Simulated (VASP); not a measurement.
# Ca (Immm) in VASP: notebook

Ca is run at these levels: PBEsol; tasks: relaxation of cell and atoms, single point.

All numbers are computed with VASP 6.6.1; they aren't measurements. Logs are shortened: lines on timing, memory, paths and dates and some standing lists are left out, and cuts for length are marked.

### Step 1. The cell of the first run

It takes space group Immm (No. 71, orthorhombic). The conventional cell has a = 4.193 Å, b = 4.203 Å, c = 4.891 Å, α = 90.00°, β = 90.00°, γ = 90.00°. Within 5.0 Å of Ca (site symmetry mmm) lie 14 Ca at 3.85 to 4.89 Å.

### Step 2. Relaxation of cell and atoms, PBEsol

Contents of INCAR:

```
ALGO = Normal ; EDIFF = 1E-7
EDIFFG = -0.005 ; ENCUT = 600
GGA = PS ; IBRION = 2
ISIF = 3 ; ISMEAR = 0
LASPH = True ; LCHARG = False
LREAL = False ; LWAVE = False
NELM = 100 ; NSW = 100
PREC = Accurate ; SIGMA = 0.1
```

Contents of KPOINTS:

```
k-points
0
Gamma
  14 14 14
```

Contents of POSCAR:

```
Ca
1.0
   -2.0964874600      2.1017318100      2.4453524600
    2.0964874600     -2.1017318100      2.4453524600
    2.0964874600      2.1017318100     -2.4453524600
Ca
1
Direct
    0.5000000000      0.5000000000      0.0000000000
```

Potentials or basis: VASP PAW PBE potentials, release 64 (Ca_sv).

Command:

```
cat potpaw_PBE.64/Ca_sv/POTCAR > POTCAR
mpirun -np 1 vasp_std > vasp.out
```

OUTCAR:

```text
EDIFF = 1E-7
   EDIFFG = -0.005
   ENCUT = 600
   GGA = PS
   IBRION = 2
   ISIF = 3
   ISMEAR = 0
   LASPH = True
   LREAL = False
   NELM = 100
   NSW = 100
   PREC = Accurate

 ion  position               nearest neighbor table
   1  0.500  0.500  0.000-

  LATTYP: Found a body centered orthorhombic cell.
 ALAT       =     4.1929749200
 B/A-ratio  =     1.0025014936
 C/A-ratio  =     1.1664045250

  Lattice vectors:

 A1 = (  -2.0964874600,   2.1017318100,   2.4453524600)
 A2 = (   2.0964874600,  -2.1017318100,   2.4453524600)
 A3 = (   2.0964874600,   2.1017318100,  -2.4453524600)

Analysis of symmetry for initial positions (statically):
=====================================================================
 Subroutine PRICEL returns:
 Original cell was already a primitive cell.

 Routine SETGRP: Setting up the symmetry group for a
 body centered orthorhombic supercell.

 Subroutine GETGRP returns: Found  8 space group operations
 (whereof  8 operations were pure point group operations)
 out of a pool of  8 trial point group operations.

The static configuration has the point symmetry D_2h.

Analysis of symmetry for dynamics (positions and initial velocities):
=====================================================================
 Subroutine PRICEL returns:
 Original cell was already a primitive cell.

 Routine SETGRP: Setting up the symmetry group for a
 body centered orthorhombic supercell.

 Subroutine GETGRP returns: Found  8 space group operations
 (whereof  8 operations were pure point group operations)
 out of a pool of  8 trial point group operations.

The dynamic configuration has the point symmetry D_2h.

 Subroutine INISYM returns: Found  8 space group operations
 (whereof  8 operations are pure point group operations),
 and found     1 'primitive' translations

----------------------------------------------------------------------------------------

                                     Primitive cell

  volume of cell :      43.0994

  direct lattice vectors                    reciprocal lattice vectors
    -2.096487460  2.101731810  2.445352460     0.000000000  0.237899050  0.204469502
     2.096487460 -2.101731810  2.445352460     0.238494153  0.000000000  0.204469502
     2.096487460  2.101731810 -2.445352460     0.238494153  0.237899050  0.000000000

  length of vectors
     3.846073962  3.846073962  3.846073962     0.313693696  0.314145250  0.336861127

  position of ions in fractional coordinates (direct lattice)
     0.500000000  0.500000000  0.000000000

  ion indices of the primitive-cell ions
   primitive index   ion index
                 1           1

----------------------------------------------------------------------------------------

 KPOINTS: k-points

Automatic generation of k-mesh.
 Grid dimensions read from file:
 generate k-points for:   14   14   14

 Generating k-lattice:

  Cartesian coordinates                     Fractional coordinates (reciprocal lattice)
     0.000000000  0.016992789  0.014604964     0.071428571  0.000000000  0.000000000
     0.017035297  0.000000000  0.014604964     0.000000000  0.071428571 -0.000000000
     0.017035297  0.016992789  0.000000000     0.000000000 -0.000000000  0.071428571

  Length of vectors
     0.022406693  0.022438946  0.024061509

  Shift w.r.t. Gamma in fractional coordinates (k-lattice)
     0.000000000  0.000000000  0.000000000

 Subroutine IBZKPT returns following result:
 ===========================================

 Found    428 irreducible k-points:

 Following reciprocal coordinates:
            Coordinates               Weight
  0.000000  0.000000  0.000000      1.000000
  0.071429 -0.000000  0.000000      4.000000
  0.142857 -0.000000  0.000000      4.000000
  0.214286 -0.000000  0.000000      4.000000
  0.285714 -0.000000  0.000000      4.000000
  0.357143 -0.000000  0.000000      4.000000
[... 16 lines left out ...]
 -0.000000  0.142857  0.000000      4.000000
  0.071429  0.142857  0.000000      8.000000
 [... further k-points ...]
   k-points           NKPTS =    428   k-points in BZ     NKDIM =    428   number of bands    NBANDS=      9
   number of dos      NEDOS =    301   number of ions     NIONS =      1
   total plane-waves  NPLWV =  32768
   dimension x,y,z NGX =    32 NGY =   32 NGZ =   32
   dimension x,y,z NGXF=    64 NGYF=   64 NGZF=   64
   ions per type =               1
   NGX,Y,Z   is equivalent  to a cutoff of  13.83, 13.83, 13.83 a.u.
   NGXF,Y,Z  is equivalent  to a cutoff of  27.66, 27.66, 27.66 a.u.
 SYSTEM =  unknown system
   PREC   = accura    normal or accurate (medium, high low for compatibility)
   ISTART =      0    job   : 0-new  1-cont  2-samecut
   ICHARG =      2    charge: 1-file 2-atom 10-const
   ISPIN  =      1    spin polarized calculation?
   LNONCOLLINEAR =      F non collinear calculations
   LSORBIT =      F    spin-orbit coupling
   LASPH  =      T    aspherical Exc in radial PAW
   ENCUT  =  600.0 eV  44.10 Ry    6.64 a.u.   7.68  7.68  7.68*2*pi/ulx,y,z
   NELM   =    100;   NELMIN=  2; NELMDL= -5     # of ELM steps
   EDIFF  = 0.1E-06   stopping-criterion for ELM
   LREAL  =      F    real-space projection
   EDIFFG = -.5E-02   stopping-criterion for IOM
   NSW    =    100    number of steps for IOM
   IBRION =      2    ionic relax: 0-MD 1-quasi-New 2-CG
   NFREE  =      1    steps in history (QN), initial steepest desc. (CG)
   ISIF   =      3    stress and relaxation
   ISYM   =      2    0-nonsym 1-usesym 2-fastsym
   POTIM  = 0.5000    time-step for ionic-motion
   TEBEG  =    0.0;   TEEND  =   0.0 temperature during run
   PSTRESS=    0.0 pullay stress
   NELECT =      10.0000    total number of electrons
   NUPDOWN=      -1.0000    fix difference up-down
   EMIN   =  10.00;   EMAX   =-10.00  energy-range for DOS
   EFERMI =   0.00;   METHOD = LEGACY
   ISMEAR =     0;   SIGMA  =   0.10  broadening in eV -4-tet -1-fermi 0-gaus
   EFERMI_NEDOS =   21; number of points for ismear=-14 and -15
   IALGO  =     38    algorithm
   IMIX   =      4    mixing-type and parameters
     AMIX     =   0.40;   BMIX     =  1.00
     AMIX_MAG =   1.60;   BMIX_MAG =  1.00
  volume/ion in A,a.u.               =      43.10       290.85
  Fermi-wavevector in a.u.,A,eV,Ry     =   1.005969  1.901005 13.768730  1.011973
  Thomas-Fermi vector in A             =   2.138682
   LORBIT       =      0    0 simple, 1 ext, 2 COOP (PROOUT), +10 PAW based schemes
   GGA     = PS    functional components
   LHFCALC =     F    Hartree Fock is set to
   AEXX    =    0.0000 exact exchange contribution
   IVDW    =     0    specifies the selected vdW correction
   LEPSILON=     F    determine dielectric tensor
   LRPA    =     F    only Hartree local field effects (RPA)
 conjugate gradient relaxation of ions
 non-spin polarized calculation
 Gauss-broadening in eV      SIGMA  =   0.10
  energy-cutoff  :      600.00
  volume of cell :       43.10
 maximum number of plane-waves:      1453
   NGX = 15   NGY = 15   NGZ = 15

--------------------------------------- Ionic step        1  -------------------------------------------

 number of electron      10.0000001 magnetization

 Free energy of the ion-electron system (eV)
  ---------------------------------------------------
  ext. energy  EPLUGINS =         0.00000000
  ---------------------------------------------------
  free energy    TOTEN  =        -2.11901390 eV

  energy without entropy =       -2.11155673  energy(sigma->0) =       -2.11528532

------------------------ aborting loop because EDIFF is reached ----------------------------------------

  FORCE on cell =-STRESS in cart. coord.  units (eV):
  Direction    XX          YY          ZZ          XY          YZ          ZX
  --------------------------------------------------------------------------------------
  -------------------------------------------------------------------------------------
  Total       -0.2854251     -0.2915405     -0.1999305      0.0000000      0.0000000      0.0000000
  in kB      -10.6104003    -10.8377332     -7.4322210      0.0000000      0.0000000      0.0000000
  external PRESSURE =      -9.6267848 kB  Pullay stress =       0.0000000 kB
[... 86 lines left out ...]
  FREE ENERGIE OF THE ION-ELECTRON SYSTEM (eV)
  ---------------------------------------------------
  free  energy   TOTEN  =        -2.1273032679 eV

  energy  without entropy=       -2.1199388843  energy(sigma->0) =       -2.12362108

[... ionic steps 4 to 14 ...]

--------------------------------------- Ionic step       15  -------------------------------------------

 number of electron      10.0000000 magnetization

------------------------ aborting loop because EDIFF is reached ----------------------------------------

  FORCE on cell =-STRESS in cart. coord.  units (eV):
  Direction    XX          YY          ZZ          XY          YZ          ZX
  --------------------------------------------------------------------------------------
  -------------------------------------------------------------------------------------
  Total       -0.0033290     -0.0063894     -0.0089179     -0.0000000      0.0000000      0.0000000
  in kB       -0.1310768     -0.2515736     -0.3511326     -0.0000000      0.0000000      0.0000000
  external PRESSURE =      -0.2445943 kB  Pullay stress =       0.0000000 kB
[... 55 lines left out ...]
  energy  without entropy=       -2.1303587174  energy(sigma->0) =       -2.13387833

--------------------------------------- Ionic step       17  -------------------------------------------

 number of electron      10.0000000 magnetization

 Free energy of the ion-electron system (eV)
  ---------------------------------------------------
  ext. energy  EPLUGINS =         0.00000000
  ---------------------------------------------------
  free energy    TOTEN  =        -2.13740221 eV

  energy without entropy =       -2.13036354  energy(sigma->0) =       -2.13388288

 E-fermi :   2.0302     XC(G=0):  -7.9291

 val. band max:        2.0280313174   @ k =  -0.2143   0.5000   0.0714
 cond. band min:       2.0498356312   @ k =   0.3571  -0.3571   0.3571
 fundamental gap:      0.0218043138
 Fermi energy:         2.0301548699

 k-point     1 :       0.0000    0.0000    0.0000
  band No.  band energies     occupation
      1     -39.7192      2.00000
      2     -20.7063      2.00000
      3     -20.7063      2.00000
      4     -20.7060      2.00000
      5      -2.0631      2.00000
      6       4.4096      0.00000
      7       4.4117      0.00000
      8       4.4135      0.00000
      9       5.5367      0.00000
[... 265 lines left out ...]
 k-point    24 :       0.0714    0.1429    0.0000
  band No.  band energies     occupation
      1     -39.7144      2.00000
      2     -20.7501      2.00000
      3     -20.7182      2.00000
      4     -20.7103      2.00000
      5      -1.5036      2.00000
      6       3.8853      0.00000
      7       4.5118      0.00000
      8       4.6202      0.00000
      9       5.2662      0.00000

 [... further k-points ...]
[... 5 lines left out ...]
  --------------------------------------------------------------------------------------
  -------------------------------------------------------------------------------------
  Total       -0.0006382     -0.0029891     -0.0048724      0.0000000      0.0000000      0.0000000
  in kB       -0.0251462     -0.1177730     -0.1919798      0.0000000      0.0000000      0.0000000
  external PRESSURE =      -0.1116330 kB  Pullay stress =       0.0000000 kB
[... 16 lines left out ...]
  FREE ENERGIE OF THE ION-ELECTRON SYSTEM (eV)
  ---------------------------------------------------
  free  energy   TOTEN  =        -2.1374022129 eV

  energy  without entropy=       -2.1303635416  energy(sigma->0) =       -2.13388288

 reached required accuracy - stopping structural energy minimisation
```

Wall time 18 min (1 thread of Intel Xeon Platinum 8259CL at 2.50GHz (Skylake/Cascade Lake), shared host); peak memory 0.4 GiB.

What came out:

| Quantity | Value |
| --- | --- |
| Free energy | -2.1374 eV |
| Relaxed volume | 40.66 Å³/atom |
| Relaxed cell | a = 3.859 Å, b = 3.859 Å, c = 3.859 Å, α = 119.99°, β = 119.97°, γ = 90.04° |
| Space group after relaxing (to 0.05 Å) | Fm-3m (No. 225) |
| Energy gained by relaxing | 18.4 meV/atom |
| Ionic steps | 17 |
| Pressure after relaxing | 0.0 GPa |
| Band gap on the k mesh | zero (band 5 reaches 2.17 eV, above the bottom of band 6 at 1.91 eV) |

The path:
| step | energy change (eV) | largest force (eV/Å) | pressure (GPa) | volume (Å³) |
| --- | --- | --- | --- | --- |
| 1 | 0.0000 | 0.0000 | -0.96 | 43.10 |
| 2 | -0.0070 | 0.0000 | -0.38 | 41.50 |
| 3 | -0.0083 | 0.0000 | 0.00 | 40.58 |
| 4 | -0.0083 | 0.0000 | 0.03 | 40.52 |
| 5 | -0.0086 | 0.0000 | 0.03 | 40.52 |
| 6 | -0.0095 | 0.0000 | 0.04 | 40.52 |
| 7 | -0.0114 | 0.0000 | 0.05 | 40.49 |
| 8 | -0.0152 | 0.0000 | 0.12 | 40.37 |
| 9 | -0.0163 | 0.0000 | 0.35 | 39.86 |
| 10 | -0.0177 | 0.0000 | 0.22 | 40.15 |
| 11 | -0.0177 | 0.0000 | 0.28 | 40.03 |
| 12 | -0.0180 | 0.0000 | 0.12 | 40.38 |
| 13 | -0.0180 | 0.0000 | 0.11 | 40.40 |
| 14 | -0.0182 | 0.0000 | 0.07 | 40.47 |
| 15 | -0.0184 | 0.0000 | -0.02 | 40.69 |
| 16 | -0.0184 | 0.0000 | -0.01 | 40.69 |
| 17 | -0.0184 | 0.0000 | -0.01 | 40.66 |

Final structure:
```cif
data_structure
_symmetry_space_group_name_H-M 'P 1'
_symmetry_Int_Tables_number 1
_cell_length_a 3.8594
_cell_length_b 3.8594
_cell_length_c 3.8594
_cell_angle_alpha 119.989
_cell_angle_beta 119.968
_cell_angle_gamma 90.037
_cell_volume 40.66
loop_
_atom_site_label
_atom_site_type_symbol
_atom_site_fract_x
_atom_site_fract_y
_atom_site_fract_z
_atom_site_occupancy
Ca1 Ca 0.50000 0.50000 0.00000 1
```

Levels at points of the mesh, in eV from the Fermi level:
| k point | band 3 | band 4 | band 5 | band 6 | band 7 | band 8 |
| --- | --- | --- | --- | --- | --- | --- |
| (0.00, 0.00, 0.00) | -22.74 | -22.74 | -4.09 | 2.38 | 2.38 | 2.38 |
| (0.50, 0.00, 0.00) | -22.76 | -22.76 | -1.01 | -0.12 | 2.26 | 2.26 |
| (0.00, 0.50, 0.00) | -22.76 | -22.76 | -1.01 | -0.12 | 2.26 | 2.27 |
| (0.50, 0.50, 0.00) | -22.80 | -22.79 | -0.49 | 0.55 | 1.04 | 4.23 |
| (0.50, 0.50, 0.50) | -22.80 | -22.80 | -0.49 | 0.55 | 1.04 | 4.23 |

Caveat: the PAW data sets were made with another functional, which shifts forces and pressure a little.

### Step 3. Single point, PBEsol

Contents of INCAR:

```
SYSTEM = Ca
ALGO = Normal
EDIFF = 1E-6
ENCUT = 520
GGA = PS
ISIF = 2
ISMEAR = 0
LASPH = .TRUE.
LCHARG = .TRUE.
LELF = .TRUE.
LREAL = .FALSE.
LVHAR = .TRUE.
LWAVE = .FALSE.
NBANDS = 11
NELM = 100
PREC = Accurate
SIGMA = 0.1
```

Contents of KPOINTS:

```
k-points
0
G
  6 6 6
  0 0 0
```

POSCAR is that of step 2.

Potentials or basis: VASP PAW PBE potentials, release 64 (Ca_sv).

Command:

```
cat potpaw_PBE.64/Ca_sv/POTCAR > POTCAR
mpirun -np 1 vasp_std > vasp.out
```

Wall time 17 s (1 thread of Intel Xeon Platinum 8259CL at 2.50GHz (Skylake/Cascade Lake), shared host); peak memory 0.17 GiB.

The run converged. Its results:

| Property | Result |
| --- | --- |
| Free energy | -2.1145 eV |
| Pressure | -1.0 GPa |
| Band gap on the k mesh | zero (band 5 reaches 1.97 eV, above the bottom of band 6 at 1.69 eV) |

Levels at points of the mesh, in eV from the Fermi level:
```
           k point  band 1  band 2  band 3  band 4  band 5  band 6  band 7  band 8  band 9  band 10
(0.00, 0.00, 0.00)  -41.91  -22.91  -22.91  -22.90   -4.01    2.14    2.16    2.74    2.87     3.58
(0.50, 0.00, 0.00)  -41.90  -23.04  -22.94  -22.91   -0.97   -0.14    1.67    2.76    3.71     4.22
(0.00, 0.50, 0.00)  -41.90  -23.04  -22.94  -22.91   -0.96   -0.13    1.66    2.76    3.72     4.22
(0.50, 0.50, 0.00)  -41.90  -23.04  -22.95  -22.92   -0.67    0.35    0.86    3.70    3.83     4.36
(0.50, 0.50, 0.50)  -41.89  -23.02  -22.99  -22.99   -0.11    0.28    2.37    4.01    4.16     4.17
```

Caveat: the PAW data sets were made with another functional, which shifts forces and pressure a little.
